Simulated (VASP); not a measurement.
# Ag in VASP: single point with r2SCAN+rVV10

Aim: the single point of Ag with r2SCAN+rVV10.

All numbers are computed with VASP 6.6.1; they aren't measurements. Logs are shortened: lines on timing, memory, paths and dates and some standing lists are left out, and cuts for length are marked.

### Step 1. The cell of the first run

The cell holds a slab with vacuum, 5 atoms: a = 2.889 Å, b = 2.889 Å, c = 33.314 Å, α = 90.00°, β = 90.00°, γ = 120.00°.

### Step 2. Single point, r2SCAN+rVV10

POSCAR reads:

```
Ag
1.0
    2.8893233564      0.0000000000      0.0000000000
   -1.4446616782      2.5022274264      0.0000000000
    0.0000000000      0.0000000000     33.3137354592
Ag
5
Direct
    0.0000000000      0.0000000000      0.2101235392
    0.6666666667      0.3333333333      0.2811010200
    0.3333333333      0.6666666667      0.3519272106
    1.0000000000      0.0000000000      0.4227473355
    0.6666666667      0.3333333333      0.4934039985
```

INCAR.step1 reads:

```
ALGO = Normal
DIPOL = 0.5 0.5 0.352
EDIFF = 1E-5
ENCUT = 440
GGA = PE
GGA_COMPAT = F
IDIPOL = 3
ISMEAR = 1
LASPH = T
LCHARG = F
LDIPOL = T
LREAL = F
LWAVE = T
NBANDS = 36
NELM = 120
NELMDL = -8
PREC = Accurate
SIGMA = 0.1
```

INCAR.step2 reads:

```
ALGO = Normal
BPARAM = 11.95
CPARAM = 0.0093
DIPOL = 0.5 0.5 0.352
EDIFF = 1E-6
ENCUT = 440
GGA_COMPAT = F
IDIPOL = 3
ISIF = 2
ISMEAR = 1
ISTART = 1
IVDW_NL = 2
LASPH = T
LCHARG = F
LDIPOL = T
LMIXTAU = T
LREAL = F
LUSE_VDW = T
LWAVE = F
METAGGA = R2SCAN
NBANDS = 36
NELM = 120
PREC = Accurate
SIGMA = 0.1
```

KPOINTS reads:

```
k-points
0
Gamma
  15 15 1
```

Potentials or basis: VASP PAW PBE potentials, release 64 (Ag).

Launch:

```
$ cat potpaw_PBE.64/Ag/POTCAR > POTCAR
$ cp INCAR.step1 INCAR
$ mpirun -np 1 vasp_std > vasp.out
$ cp INCAR.step2 INCAR
$ mpirun -np 1 vasp_std > vasp.out
```

OUTCAR:

```text
BPARAM = 11.95
   EDIFF = 1E-6
   ENCUT = 440
   ISIF = 2
   ISMEAR = 1
   ISTART = 1
   IVDW_NL = 2
   LASPH = T
   LREAL = F
   METAGGA = R2SCAN
   NELM = 120
   PREC = Accurate

 ion  position               nearest neighbor table
   1  0.000  0.000  0.210-   2 2.89   2 2.89   2 2.89
   2  0.667  0.333  0.281-   3 2.89   3 2.89   3 2.89   1 2.89   1 2.89   1 2.89
   3  0.333  0.667  0.352-   4 2.89   4 2.89   4 2.89   2 2.89   2 2.89   2 2.89
   4  0.000  0.000  0.423-   5 2.89   5 2.89   5 2.89   3 2.89   3 2.89   3 2.89
   5  0.667  0.333  0.493-   4 2.89   4 2.89   4 2.89

  LATTYP: Found a hexagonal cell.
 ALAT       =     2.8893233564
 C/A-ratio  =    11.5299436408

  Lattice vectors:

 A1 = (   2.8893233564,   0.0000000000,   0.0000000000)
 A2 = (  -1.4446616782,   2.5022274264,   0.0000000000)
 A3 = (   0.0000000000,   0.0000000000,  33.3137354592)

Analysis of symmetry for initial positions (statically):
=====================================================================
 Subroutine PRICEL returns:
 Original cell was already a primitive cell.

 Routine SETGRP: Setting up the symmetry group for a
 hexagonal supercell.

 Subroutine GETGRP returns: Found  6 space group operations
 (whereof  6 operations were pure point group operations)
 out of a pool of 24 trial point group operations.

The static configuration has the point symmetry C_3v.

Analysis of symmetry for dynamics (positions and initial velocities):
=====================================================================
 Subroutine PRICEL returns:
 Original cell was already a primitive cell.

 Routine SETGRP: Setting up the symmetry group for a
 hexagonal supercell.

 Subroutine GETGRP returns: Found  6 space group operations
 (whereof  6 operations were pure point group operations)
 out of a pool of 24 trial point group operations.

The dynamic configuration has the point symmetry C_3v.

 Subroutine INISYM returns: Found  6 space group operations
 (whereof  6 operations are pure point group operations),
 and found     1 'primitive' translations

----------------------------------------------------------------------------------------

                                     Primitive cell

  volume of cell :     240.8498

  direct lattice vectors                    reciprocal lattice vectors
     2.889323356  0.000000000  0.000000000     0.346101795  0.199821965  0.000000000
    -1.444661678  2.502227426  0.000000000     0.000000000  0.399643929  0.000000000
     0.000000000  0.000000000 33.313735459     0.000000000  0.000000000  0.030017648

  length of vectors
     2.889323356  2.889323356 33.313735459     0.399643929  0.399643929  0.030017648

  position of ions in fractional coordinates (direct lattice)
     0.000000000  0.000000000  0.210123539
     0.666666667  0.333333333  0.281101020
     0.333333333  0.666666667  0.351927211
     0.000000000  0.000000000  0.422747335
     0.666666667  0.333333333  0.493403998

  ion indices of the primitive-cell ions
   primitive index   ion index
                 1           1
                 2           2
                 3           3
                 4           4
                 5           5

----------------------------------------------------------------------------------------

 KPOINTS: k-points

Automatic generation of k-mesh.
 Grid dimensions read from file:
 generate k-points for:   15   15    1

 Generating k-lattice:

  Cartesian coordinates                     Fractional coordinates (reciprocal lattice)
     0.023073453  0.013321464  0.000000000     0.066666667  0.000000000  0.000000000
     0.000000000  0.026642929  0.000000000     0.000000000  0.066666667  0.000000000
     0.000000000  0.000000000  0.030017648     0.000000000  0.000000000  1.000000000

  Length of vectors
     0.026642929  0.026642929  0.030017648

  Shift w.r.t. Gamma in fractional coordinates (k-lattice)
     0.000000000  0.000000000  0.000000000

 Subroutine IBZKPT returns following result:
 ===========================================

 Found     27 irreducible k-points:

 Following reciprocal coordinates:
            Coordinates               Weight
  0.000000  0.000000  0.000000      1.000000
  0.066667  0.000000  0.000000      6.000000
  0.133333  0.000000  0.000000      6.000000
  0.200000  0.000000  0.000000      6.000000
  0.266667  0.000000  0.000000      6.000000
  0.333333  0.000000  0.000000      6.000000
[... 16 lines left out ...]
  0.333333  0.200000  0.000000     12.000000
  0.400000  0.200000  0.000000      6.000000
 [... further k-points ...]
   k-points           NKPTS =     27   k-points in BZ     NKDIM =     27   number of bands    NBANDS=     36
   number of dos      NEDOS =    301   number of ions     NIONS =      5
   total plane-waves  NPLWV =  96000
   dimension x,y,z NGX =    20 NGY =   20 NGZ =  240
   dimension x,y,z NGXF=    40 NGYF=   40 NGZF=  480
   ions per type =               5
   NGX,Y,Z   is equivalent  to a cutoff of  11.51, 11.51, 11.98 a.u.
   NGXF,Y,Z  is equivalent  to a cutoff of  23.02, 23.02, 23.95 a.u.
 SYSTEM =  unknown system
   PREC   = accura    normal or accurate (medium, high low for compatibility)
   ISTART =      1    job   : 0-new  1-cont  2-samecut
   ICHARG =      0    charge: 1-file 2-atom 10-const
   ISPIN  =      1    spin polarized calculation?
   LNONCOLLINEAR =      F non collinear calculations
   LSORBIT =      F    spin-orbit coupling
   LASPH  =      T    aspherical Exc in radial PAW
   ENCUT  =  440.0 eV  32.34 Ry    5.69 a.u.   4.94  4.94 56.98*2*pi/ulx,y,z
   NELM   =    120;   NELMIN=  2; NELMDL=  0     # of ELM steps
   EDIFF  = 0.1E-05   stopping-criterion for ELM
   LREAL  =      F    real-space projection
   EDIFFG = 0.1E-04   stopping-criterion for IOM
   NSW    =      0    number of steps for IOM
   IBRION =     -1    ionic relax: 0-MD 1-quasi-New 2-CG
   NFREE  =      0    steps in history (QN), initial steepest desc. (CG)
   ISIF   =      2    stress and relaxation
   ISYM   =      2    0-nonsym 1-usesym 2-fastsym
   POTIM  = 0.5000    time-step for ionic-motion
   TEBEG  =    0.0;   TEEND  =   0.0 temperature during run
   PSTRESS=    0.0 pullay stress
   NELECT =      55.0000    total number of electrons
   NUPDOWN=      -1.0000    fix difference up-down
   EMIN   =  10.00;   EMAX   =-10.00  energy-range for DOS
   EFERMI =   0.00;   METHOD = LEGACY
   ISMEAR =     1;   SIGMA  =   0.10  broadening in eV -4-tet -1-fermi 0-gaus
   EFERMI_NEDOS =   21; number of points for ismear=-14 and -15
   IALGO  =     38    algorithm
   IMIX   =      4    mixing-type and parameters
     AMIX     =   0.40;   BMIX     =  1.00
     AMIX_MAG =   1.60;   BMIX_MAG =  1.00
  volume/ion in A,a.u.               =      48.17       325.07
  Fermi-wavevector in a.u.,A,eV,Ry     =   1.000646  1.890946 13.623401  1.001292
  Thomas-Fermi vector in A             =   2.133016
   LORBIT       =      0    0 simple, 1 ext, 2 COOP (PROOUT), +10 PAW based schemes
   METAGGA = R2SCAN    functional components
   LHFCALC =     F    Hartree Fock is set to
   AEXX    =    0.0000 exact exchange contribution
   IVDW_NL    =     2    kernel type
   BPARAM     =11.9500
   IVDW    =     0    specifies the selected vdW correction
   LEPSILON=     F    determine dielectric tensor
   LRPA    =     F    only Hartree local field effects (RPA)
 non-spin polarized calculation
 Methfessel and Paxton  Order N= 1 SIGMA  =   0.10
  energy-cutoff  :      440.00
  volume of cell :      240.85
 maximum number of plane-waves:      5127
 NGX is ok and might be reduce to    20
   NGX =  9   NGY =  9   NGZ =113

 dipolmoment           0.000000      0.000000      0.003014 electrons x Angstroem

 number of electron      55.0000019 magnetization

 dipolmoment           0.000000      0.000000     -0.000209 electrons x Angstroem

 Free energy of the ion-electron system (eV)
  ---------------------------------------------------
  ext. energy  EPLUGINS =         0.00000000
  ---------------------------------------------------
  free energy    TOTEN  =      -104.14298901 eV

  energy without entropy =     -104.14483628  energy(sigma->0) =     -104.14360477

 E-fermi :   0.0644     XC(G=0):  -5.0678

 val. band max:       -0.0110263490   @ k =   0.1333   0.0000   0.0000
 cond. band min:       0.2072453783   @ k =   0.2667   0.2667   0.0000
 fundamental gap:      0.2182717273
 Fermi energy:         0.0644339460

 k-point     1 :       0.0000    0.0000    0.0000
  band No.  band energies     occupation
      1      -7.7667      2.00000
      2      -7.0342      2.00000
      3      -6.7502      2.00000
      4      -6.4121      2.00000
      5      -6.3553      2.00000
      6      -5.1991      2.00000
[... 28 lines left out ...]
     35       5.4603      0.00000
     36       5.5679      0.00000

 k-point     2 :       0.0667    0.0000    0.0000
  band No.  band energies     occupation
      1      -7.6412      2.00000
      2      -6.9148      2.00000
      3      -6.6656      2.00000
      4      -6.3268      2.00000
      5      -6.2525      2.00000
      6      -5.2583      2.00000
[... 28 lines left out ...]
     35       5.5661      0.00000
     36       5.6630      0.00000

 k-point     3 :       0.1333    0.0000    0.0000
  band No.  band energies     occupation
      1      -7.2875      2.00000
      2      -6.5957      2.00000
      3      -6.4463      2.00000
      4      -6.1175      2.00000
      5      -5.9841      2.00000
      6      -5.4235      2.00000
[... 28 lines left out ...]
     35       5.8836      0.00000
     36       5.9549      0.00000
[... 742 lines left out ...]
 k-point    23 :       0.3333    0.2000    0.0000
  band No.  band energies     occupation
      1      -6.3493      2.00000
      2      -6.1937      2.00000
      3      -6.1299      2.00000
      4      -5.9395      2.00000
      5      -5.8377      2.00000
      6      -5.7476      2.00000
[... 28 lines left out ...]
     35       7.2441      0.00000
     36       8.1165      0.00000

 k-point    24 :       0.4000    0.2000    0.0000
  band No.  band energies     occupation
      1      -6.3878      2.00000
      2      -6.1958      2.00000
      3      -6.1527      2.00000
      4      -5.9618      2.00000
      5      -5.8692      2.00000
      6      -5.7485      2.00000
[... 28 lines left out ...]
     35       7.0831      0.00000
     36       7.9122      0.00000

 [... further k-points ...]

------------------------ aborting loop because EDIFF is reached ----------------------------------------

 vacuum level on the upper side and lower side of the slab       (xc-potential included)         0.033         0.048

  FORCE on cell =-STRESS in cart. coord.  units (eV):
  Direction    XX          YY          ZZ          XY          YZ          ZX
  --------------------------------------------------------------------------------------
  -------------------------------------------------------------------------------------
  Total       -1.6837683     -1.6837683      0.2295156      0.0000000      0.0000000     -0.0000000
  in kB      -11.2007382    -11.2007382      1.5267806      0.0000000      0.0000000     -0.0000000
  external PRESSURE =      -6.9582320 kB  Pullay stress =       0.0000000 kB

 VOLUME and BASIS-vectors are now :
 -----------------------------------------------------------------------------
  energy-cutoff  :      440.00
  volume of cell :      240.85
      direct lattice vectors                 reciprocal lattice vectors
     2.889323356  0.000000000  0.000000000     0.346101795  0.199821965  0.000000000
    -1.444661678  2.502227426  0.000000000     0.000000000  0.399643929  0.000000000
     0.000000000  0.000000000 33.313735459     0.000000000  0.000000000  0.030017648

 POSITION                                       TOTAL-FORCE (eV/Angst)
 -----------------------------------------------------------------------------------
      0.00000      0.00000      7.00000        -0.000000      0.000000     -0.013734
      1.44466      0.83408      9.36453         0.000000     -0.000000     -0.011385
     -0.00000      1.66815     11.72401        -0.000000     -0.000000     -0.002292
      0.00000      0.00000     14.08329        -0.000000     -0.000000     -0.019075
      1.44466      0.83408     16.43713        -0.000000     -0.000000      0.046485
 -----------------------------------------------------------------------------------
    total drift:                               -0.000000     -0.000000      0.002246

  FREE ENERGIE OF THE ION-ELECTRON SYSTEM (eV)
  ---------------------------------------------------
  free  energy   TOTEN  =      -104.1429890146 eV

  energy  without entropy=     -104.1448362831  energy(sigma->0) =     -104.14360477

 vacuum level on the upper side and lower side of the slab         4.699         4.711
```

It took 22 min on 1 thread of Oxide Virtual Turin-like, shared host; peak memory 0.7 GiB.

What came out:

```
Free energy            : -104.1430 eV
Largest force          : 0.046 eV/Å
Band gap on the k mesh : zero (an odd number of electrons rules out a gap without spin polarisation)
```

Forces on the atoms (eV/Å):
```
Ag   0.000  0.000 -0.014
Ag   0.000  0.000 -0.011
Ag   0.000  0.000 -0.002
Ag   0.000  0.000 -0.019
Ag   0.000  0.000  0.046
```

Caveat: the PAW data sets were made with another functional, which shifts forces and pressure a little.

The gap in the log of VASP goes by the Fermi energy; the results here count the filled bands.